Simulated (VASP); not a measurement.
Runs of VASP 6.6.1 on C. The structure is that of space group Fmmm (No. 69), or close to it. The cells are those of the table. 

```tsv
cell	pressure (GPa)	largest force (eV/Å)
a = 2.434, b = 2.434, c = 7.109 Å, angles 90.0, 90.0, 120.0°, 4 atoms	9.2	0.04
a = 2.499, b = 2.499, c = 7.299 Å, angles 90.0, 90.0, 120.0°, 4 atoms	-11.1	0.03
a = 2.412, b = 2.412, c = 7.043 Å, angles 90.0, 90.0, 120.0°, 4 atoms	(b)	0.04
a = 2.520, b = 2.520, c = 7.360 Å, angles 90.0, 90.0, 120.0°, 4 atoms	-16.4	0.03
a = 2.478, b = 2.478, c = 7.236 Å, angles 90.0, 90.0, 120.0°, 4 atoms	-5.1	0.04
a = 2.456, b = 2.456, c = 7.173 Å, angles 90.0, 90.0, 120.0°, 4 atoms	(a)	0.04
a = 2.389, b = 2.389, c = 6.977 Å, angles 90.0, 90.0, 120.0°, 4 atoms	27.4	0.05
```

Alike in all rows: task single point; level PBEsol; potentials or basis VASP PAW PBE potentials, release 64 (C); no spin polarisation; k mesh 11 × 11 × 4; cutoff (eV) 520; smearing fermi-dirac 0.15 eV.

Fill in the values left out.

(a) 1.6; (b) 17.7.

Caveats: this functional lacks dispersion, which binds the layers, so the pressure and a relaxed spacing across them are unreliable; the PAW data sets were made with another functional, which shifts forces and pressure a little; the cell stands under pressure (at least some runs); the cell stands under tension (at least some runs).
